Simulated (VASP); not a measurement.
# SrB4 (I4/mmm) in VASP: notebook

SrB4 is run at these levels: PBEsol; tasks: single point.

All numbers are computed with VASP 6.6.1; they aren't measurements. Logs are shortened: lines on timing, memory, paths and dates and some standing lists are left out, and cuts for length are marked.

### Step 1. The cell of the first run

It takes space group I4/mmm (No. 139, tetragonal). The conventional cell has a = 3.688 Å, b = 3.688 Å, c = 8.930 Å, α = 90.00°, β = 90.00°, γ = 90.00°. Within 3.7 Å of Sr (site symmetry 4/mmm) lie 18 B at 2.82 to 3.39 Å and 4 Sr at 3.69 Å. B (site symmetry 4mm) has 5 B at 2.14 to 2.18 Å within 2.8 Å. Within 2.9 Å of B (site symmetry -4m2) lie 8 B at 2.18 to 2.61 Å and 4 Sr at 2.90 Å.

### Step 2. Single point, PBEsol

File INCAR:

```
PREC = Accurate ; ENCUT = 520
EDIFF = 1E-6 ; ISMEAR = -1
SIGMA = 0.1 ; LREAL = F
LASPH = T ; NELM = 100
ALGO = Normal ; ISIF = 2
LWAVE = F ; LCHARG = F
GGA = PS ; NBANDS = 19
```

File KPOINTS:

```
Automatic mesh
0
Gamma
  5 5 5
```

File POSCAR:

```
SrB4
1.0
    0.0000000000      3.6881970000      0.0000000000
    3.6881970000      0.0000000000      0.0000000000
    1.8440990000      1.8440990000     -4.4648790000
Sr B
1 4
Direct
    0.0000000000      0.0000000000      0.0000000000
    0.3800000000      0.3800000000      0.2400000000
    0.6200000000      0.6200000000      0.7600000000
    0.7500000000      0.2500000000      0.5000000000
    0.2500000000      0.7500000000      0.5000000000
```

Potentials or basis: VASP PAW PBE potentials, release 64 (Sr_sv, B).

Run with:

```bash
cat potpaw_PBE.64/Sr_sv/POTCAR potpaw_PBE.64/B/POTCAR > POTCAR
mpirun -np 1 vasp_std > vasp.out
```

OUTCAR:

```text
PREC = Accurate
   ENCUT = 520
   EDIFF = 1E-6
   ISMEAR = -1
   LREAL = F
   LASPH = T
   NELM = 100
   ISIF = 2
   GGA = PS

 ion  position               nearest neighbor table
   1  0.000  0.000  0.000-   3 2.82   2 2.82   3 2.82   2 2.82   2 2.82   3 2.82   3 2.82   2 2.82
                             4 2.90   5 2.90   5 2.90   4 2.90   5 2.90   4 2.90   5 2.90   4 2.90
   2  0.380  0.380  0.240-   3 2.14   1 2.82   1 2.82   1 2.82   1 2.82   1 3.39
   3  0.620  0.620  0.760-   2 2.14   1 2.82   1 2.82   1 2.82   1 2.82   1 3.39
   4  0.750  0.250  0.500-   1 2.90   1 2.90   1 2.90   1 2.90
   5  0.250  0.750  0.500-   1 2.90   1 2.90   1 2.90   1 2.90

  LATTYP: Found a body centered tetragonal cell.
 ALAT       =     3.6881970000
 C/A-ratio  =     2.4211716457

  Lattice vectors:

 A1 = (  -1.8440990000,   1.8440980000,   4.4648790000)
 A2 = (   1.8440980000,  -1.8440990000,   4.4648790000)
 A3 = (   1.8440990000,   1.8440990000,  -4.4648790000)

Analysis of symmetry for initial positions (statically):
=====================================================================
 Subroutine PRICEL returns:
 Original cell was already a primitive cell.

 Routine SETGRP: Setting up the symmetry group for a
 body centered tetragonal supercell.

 Subroutine GETGRP returns: Found 16 space group operations
 (whereof 16 operations were pure point group operations)
 out of a pool of 16 trial point group operations.

The static configuration has the point symmetry D_4h.

Analysis of symmetry for dynamics (positions and initial velocities):
=====================================================================
 Subroutine PRICEL returns:
 Original cell was already a primitive cell.

 Routine SETGRP: Setting up the symmetry group for a
 body centered tetragonal supercell.

 Subroutine GETGRP returns: Found 16 space group operations
 (whereof 16 operations were pure point group operations)
 out of a pool of 16 trial point group operations.

The dynamic configuration has the point symmetry D_4h.

 Subroutine INISYM returns: Found 16 space group operations
 (whereof 16 operations are pure point group operations),
 and found     1 'primitive' translations

----------------------------------------------------------------------------------------

                                     Primitive cell

  volume of cell :      60.7348

  direct lattice vectors                    reciprocal lattice vectors
     0.000000000  3.688197000  0.000000000     0.000000000  0.271135192  0.111985148
     3.688197000  0.000000000  0.000000000     0.271135192  0.000000000  0.111985148
     1.844099000  1.844099000 -4.464879000     0.000000000  0.000000000 -0.223970235

  length of vectors
     3.688197000  3.688197000  5.170739476     0.293351266  0.293351266  0.223970235

  position of ions in fractional coordinates (direct lattice)
     0.000000000  0.000000000  0.000000000
     0.380000000  0.380000000  0.240000000
     0.620000000  0.620000000  0.760000000
     0.750000000  0.250000000  0.500000000
     0.250000000  0.750000000  0.500000000

  ion indices of the primitive-cell ions
   primitive index   ion index
                 1           1
                 2           2
                 3           3
                 4           4
                 5           5

----------------------------------------------------------------------------------------

 KPOINTS: Automatic mesh

Automatic generation of k-mesh.
 Grid dimensions read from file:
 generate k-points for:    5    5    5

 Generating k-lattice:

  Cartesian coordinates                     Fractional coordinates (reciprocal lattice)
     0.000000000  0.054227038  0.022397030     0.200000000  0.000000000  0.000000000
     0.054227038  0.000000000  0.022397030     0.000000000  0.200000000  0.000000000
     0.000000000  0.000000000 -0.044794047     0.000000000  0.000000000  0.200000000

  Length of vectors
     0.058670253  0.058670253  0.044794047

  Shift w.r.t. Gamma in fractional coordinates (k-lattice)
     0.000000000  0.000000000  0.000000000

 Subroutine IBZKPT returns following result:
 ===========================================

 Found     18 irreducible k-points:

 Following reciprocal coordinates:
            Coordinates               Weight
  0.000000  0.000000  0.000000      1.000000
  0.200000  0.000000  0.000000      8.000000
  0.400000  0.000000 -0.000000      8.000000
  0.200000  0.200000  0.000000      8.000000
  0.400000  0.200000 -0.000000     16.000000
 -0.400000  0.200000  0.000000     16.000000
[... 10 lines left out ...]
  0.000000  0.000000  0.400000      2.000000
 -0.200000  0.000000  0.400000      4.000000
   k-points           NKPTS =     18   k-points in BZ     NKDIM =     18   number of bands    NBANDS=     19
   number of dos      NEDOS =    301   number of ions     NIONS =      5
   total plane-waves  NPLWV =  31360
   dimension x,y,z NGX =    28 NGY =   28 NGZ =   40
   dimension x,y,z NGXF=    56 NGYF=   56 NGZF=   80
   ions per type =               1   4
   NGX,Y,Z   is equivalent  to a cutoff of  12.62, 12.62, 12.86 a.u.
   NGXF,Y,Z  is equivalent  to a cutoff of  25.24, 25.24, 25.72 a.u.
 SYSTEM =  unknown system
   PREC   = accura    normal or accurate (medium, high low for compatibility)
   ISTART =      0    job   : 0-new  1-cont  2-samecut
   ICHARG =      2    charge: 1-file 2-atom 10-const
   ISPIN  =      1    spin polarized calculation?
   LNONCOLLINEAR =      F non collinear calculations
   LSORBIT =      F    spin-orbit coupling
   LASPH  =      T    aspherical Exc in radial PAW
   ENCUT  =  520.0 eV  38.22 Ry    6.18 a.u.   6.86  6.86  9.61*2*pi/ulx,y,z
   NELM   =    100;   NELMIN=  2; NELMDL= -5     # of ELM steps
   EDIFF  = 0.1E-05   stopping-criterion for ELM
   LREAL  =      F    real-space projection
   EDIFFG = 0.1E-04   stopping-criterion for IOM
   NSW    =      0    number of steps for IOM
   IBRION =     -1    ionic relax: 0-MD 1-quasi-New 2-CG
   NFREE  =      0    steps in history (QN), initial steepest desc. (CG)
   ISIF   =      2    stress and relaxation
   ISYM   =      2    0-nonsym 1-usesym 2-fastsym
   POTIM  = 0.5000    time-step for ionic-motion
   TEBEG  =    0.0;   TEEND  =   0.0 temperature during run
   PSTRESS=    0.0 pullay stress
   NELECT =      22.0000    total number of electrons
   NUPDOWN=      -1.0000    fix difference up-down
   EMIN   =  10.00;   EMAX   =-10.00  energy-range for DOS
   EFERMI =   0.00;   METHOD = LEGACY
   ISMEAR =    -1;   SIGMA  =   0.10  broadening in eV -4-tet -1-fermi 0-gaus
   EFERMI_NEDOS =   21; number of points for ismear=-14 and -15
   IALGO  =     38    algorithm
   IMIX   =      4    mixing-type and parameters
     AMIX     =   0.40;   BMIX     =  1.00
     AMIX_MAG =   1.60;   BMIX_MAG =  1.00
  volume/ion in A,a.u.               =      12.15        81.97
  Fermi-wavevector in a.u.,A,eV,Ry     =   1.166997  2.205305 18.529531  1.361882
  Thomas-Fermi vector in A             =   2.303503
   LORBIT       =      0    0 simple, 1 ext, 2 COOP (PROOUT), +10 PAW based schemes
   GGA     = PS    functional components
   LHFCALC =     F    Hartree Fock is set to
   AEXX    =    0.0000 exact exchange contribution
   IVDW    =     0    specifies the selected vdW correction
   LEPSILON=     F    determine dielectric tensor
   LRPA    =     F    only Hartree local field effects (RPA)
 non-spin polarized calculation
  energy-cutoff  :      520.00
  volume of cell :       60.73
 maximum number of plane-waves:      1661
   NGX = 13   NGY = 13   NGZ = 19

 number of electron      22.0000000 magnetization

 Free energy of the ion-electron system (eV)
  ---------------------------------------------------
  ext. energy  EPLUGINS =         0.00000000
  ---------------------------------------------------
  free energy    TOTEN  =       -26.89925672 eV

  energy without entropy =      -26.87954200  energy(sigma->0) =      -26.88939936

 E-fermi :   4.3410     XC(G=0): -10.9280

 val. band max:        4.2031352509   @ k =   0.2000   0.0000   0.0000
 cond. band min:       4.8809439573   @ k =   0.4000   0.0000  -0.0000
 fundamental gap:      0.6778087063
 Fermi energy:         4.3409706095

 k-point     1 :       0.0000    0.0000    0.0000
  band No.  band energies     occupation
      1     -29.4138      2.00000
      2     -11.8156      2.00000
      3     -11.4284      2.00000
      4     -11.4284      2.00000
      5      -7.0243      2.00000
      6      -0.7455      2.00000
[... 11 lines left out ...]
     18      11.0254      0.00000
     19      11.6879      0.00000

 k-point     2 :       0.2000    0.0000    0.0000
  band No.  band energies     occupation
      1     -29.3988      2.00000
      2     -11.8186      2.00000
      3     -11.7031      2.00000
      4     -11.4026      2.00000
      5      -6.4522      2.00000
      6      -1.8724      2.00000
[... 11 lines left out ...]
     18      11.4669      0.00000
     19      11.4873      0.00000

 k-point     3 :       0.4000    0.0000   -0.0000
  band No.  band energies     occupation
      1     -29.3744      2.00000
      2     -12.1159      2.00000
      3     -11.7856      2.00000
      4     -11.3601      2.00000
      5      -5.1552      2.00000
      6      -3.5296      2.00000
[... 11 lines left out ...]
     18      11.0700      0.00000
     19      11.2996      0.00000

 k-point     4 :       0.2000    0.2000    0.0000
  band No.  band energies     occupation
      1     -29.3839      2.00000
      2     -11.8434      2.00000
      3     -11.6890      2.00000
      4     -11.6233      2.00000
      5      -5.8353      2.00000
      6      -2.2421      2.00000
[... 275 lines left out ...]
     18      10.4734      0.00000
     19      10.6655      0.00000

 k-point    17 :       0.0000    0.0000    0.4000
  band No.  band energies     occupation
      1     -29.4108      2.00000
      2     -12.0805      2.00000
      3     -11.4475      2.00000
      4     -11.4475      2.00000
      5      -5.8097      2.00000
      6      -3.6379      2.00000
[... 11 lines left out ...]
     18       9.2606      0.00000
     19       9.8459      0.00000

 k-point    18 :      -0.2000    0.0000    0.4000
  band No.  band energies     occupation
      1     -29.3964      2.00000
      2     -12.0223      2.00000
      3     -11.7156      2.00000
      4     -11.4180      2.00000
      5      -5.3976      2.00000
      6      -3.4161      2.00000
[... 11 lines left out ...]
     18       8.2150      0.00000
     19      10.2777      0.00000

------------------------ aborting loop because EDIFF is reached ----------------------------------------

  FORCE on cell =-STRESS in cart. coord.  units (eV):
  Direction    XX          YY          ZZ          XY          YZ          ZX
  --------------------------------------------------------------------------------------
  -------------------------------------------------------------------------------------
  Total       -8.4037519     -8.4037519    -10.5274389     -0.0000000      0.0000012      0.0000012
  in kB     -221.6898923   -221.6898923   -277.7124799     -0.0000000      0.0000311      0.0000311
  external PRESSURE =    -240.3640882 kB  Pullay stress =       0.0000000 kB

 VOLUME and BASIS-vectors are now :
 -----------------------------------------------------------------------------
  energy-cutoff  :      520.00
  volume of cell :       60.73
      direct lattice vectors                 reciprocal lattice vectors
     0.000000000  3.688197000  0.000000000     0.000000000  0.271135192  0.111985148
     3.688197000  0.000000000  0.000000000     0.271135192  0.000000000  0.111985148
     1.844099000  1.844099000 -4.464879000     0.000000000  0.000000000 -0.223970235

 POSITION                                       TOTAL-FORCE (eV/Angst)
 -----------------------------------------------------------------------------------
      0.00000      0.00000      0.00000         0.000000      0.000000      0.000000
      1.84410      1.84410     -1.07157         0.000000      0.000000     -1.412541
      3.68820      3.68820     -3.39331        -0.000000     -0.000000      1.412541
      1.84410      3.68820     -2.23244        -0.000000      0.000000      0.000000
      3.68820      1.84410     -2.23244        -0.000000     -0.000000      0.000000
 -----------------------------------------------------------------------------------
    total drift:                               -0.000000      0.000000      0.000000

  FREE ENERGIE OF THE ION-ELECTRON SYSTEM (eV)
  ---------------------------------------------------
  free  energy   TOTEN  =       -26.8992567220 eV

  energy  without entropy=      -26.8795419962  energy(sigma->0) =      -26.88939936
```

Wall time 12 s (1 thread of Intel Xeon Platinum 8488C (Sapphire Rapids), shared host); peak memory 0.18 GiB.

Results:

| Property | Result |
| --- | --- |
| Free energy | -26.8993 eV |
| Pressure | -24.0 GPa |
| Largest force | 1.413 eV/Å |
| Band gap on the k mesh | zero (band 11 reaches 5.66 eV, above the bottom of band 12 at 4.20 eV) |

Forces on the atoms (eV/Å):
```
Sr   0.000  0.000  0.000
B    0.000  0.000 -1.413
B    0.000  0.000  1.413
B    0.000  0.000  0.000
B    0.000  0.000  0.000
```

Levels at points of the mesh, in eV from the Fermi level:
```
           k point  band 7  band 8  band 9  band 10  band 11  band 12  band 13  band 14  band 15  band 16
(0.00, 0.00, 0.00)   -4.91   -3.32   -3.32    -1.57    -0.25     0.56     0.56     2.81     6.25     6.25
```

Caveat: the k points lie up to 0.37 Å⁻¹ apart; the PAW data sets were made with another functional, which shifts forces and pressure a little.

### Step 3. Single point, PBEsol

File INCAR:

```
SYSTEM = SrB4
ALGO = Normal
EDIFF = 1E-7
ENCUT = 520
GGA = PS
ISIF = 2
ISMEAR = -1
LASPH = .True.
LCHARG = .False.
LREAL = .False.
LWAVE = .False.
NBANDS = 19
NELM = 80
PREC = Accurate
SIGMA = 0.1
```

File KPOINTS:

```
k-points
0
Gamma
  5 5 5
  0 0 0
```

POSCAR is that of step 2.

Potentials or basis: VASP PAW PBE potentials, release 64 (Sr_sv, B).

Run with:

```bash
cat potpaw_PBE.64/Sr_sv/POTCAR potpaw_PBE.64/B/POTCAR > POTCAR
mpirun -np 1 vasp_std > vasp.out
```

Wall time 13 s (1 thread of Intel Xeon Platinum 8488C (Sapphire Rapids), shared host); peak memory 0.18 GiB.

Results (log left out):

```yaml
Free_energy: -26.8993 eV
Pressure: -24.0 GPa
Largest_force: 1.412 eV/Å
Band_gap_on_the_k_mesh: zero (band 11 reaches 5.66 eV, above the bottom of band 12 at 4.20 eV)
```

Forces on the atoms (eV/Å):
```
Sr   0.000  0.000  0.000
B    0.000  0.000 -1.412
B    0.000  0.000  1.412
B    0.000  0.000  0.000
B    0.000  0.000  0.000
```

Stress tensor (GPa, compression positive):
```
-22.17   0.00   0.00
  0.00 -22.17   0.00
  0.00   0.00 -27.77
```

Levels at points of the mesh, in eV from the Fermi level:
| k point | band 9 | band 10 | band 11 | band 12 | band 13 | band 14 |
| --- | --- | --- | --- | --- | --- | --- |
| (0.00, 0.00, 0.00) | -3.32 | -1.57 | -0.25 | 0.56 | 0.56 | 2.81 |

Caveat: the k points lie up to 0.37 Å⁻¹ apart; the PAW data sets were made with another functional, which shifts forces and pressure a little.

### Step 4. Single point, PBEsol

File INCAR:

```
PREC = Accurate
ENCUT = 520
EDIFF = 1E-6
ISMEAR = -1
SIGMA = 0.1
LREAL = F
LASPH = T
NELM = 100
ALGO = Normal
ISIF = 2
LWAVE = F
LCHARG = F
GGA = PS
NBANDS = 19
```

File KPOINTS:

```
Automatic mesh
0
Gamma
  6 6 6
```

POSCAR is that of step 3.

Run with:

```bash
cat potpaw_PBE.64/Sr_sv/POTCAR potpaw_PBE.64/B/POTCAR > POTCAR
mpirun -np 1 vasp_std > vasp.out
```

It took 21 s on 1 thread of Intel Xeon Platinum 8488C (Sapphire Rapids), shared host; peak memory 0.19 GiB.

The run converged. Its results:

* Free energy: -26.8663 eV
* Pressure: -24.1 GPa
* Largest force: 1.362 eV/Å
* Band gap on the k mesh: zero (band 11 reaches 5.53 eV, above the bottom of band 12 at 4.36 eV)

Forces in eV/Å, atoms in the order of the input:
```
Sr   0.000  0.000  0.000
B    0.000  0.000 -1.362
B    0.000  0.000  1.362
B    0.000  0.000  0.000
B    0.000  0.000  0.000
```

Stress tensor (GPa, compression positive):
```
-22.37   0.00   0.00
  0.00 -22.37   0.00
  0.00   0.00 -27.56
```

Levels at points of the mesh, in eV from the Fermi level:
```csv
k point,band 8,band 9,band 10,band 11,band 12,band 13,band 14,band 15
"(0.00, 0.00, 0.00)",-3.45,-3.45,-1.71,-0.38,0.43,0.43,2.67,6.11
"(0.50, 0.00, 0.00)",-4.36,-2.21,-1.01,-0.97,0.43,1.50,2.09,2.52
"(0.50, 0.50, 0.00)",-6.36,-4.10,-2.82,-2.30,2.61,4.04,4.47,6.24
"(0.00, 0.00, 0.50)",-3.18,-2.56,-0.76,1.06,1.37,1.37,2.15,3.43
```

Caveat: the PAW data sets were made with another functional, which shifts forces and pressure a little.
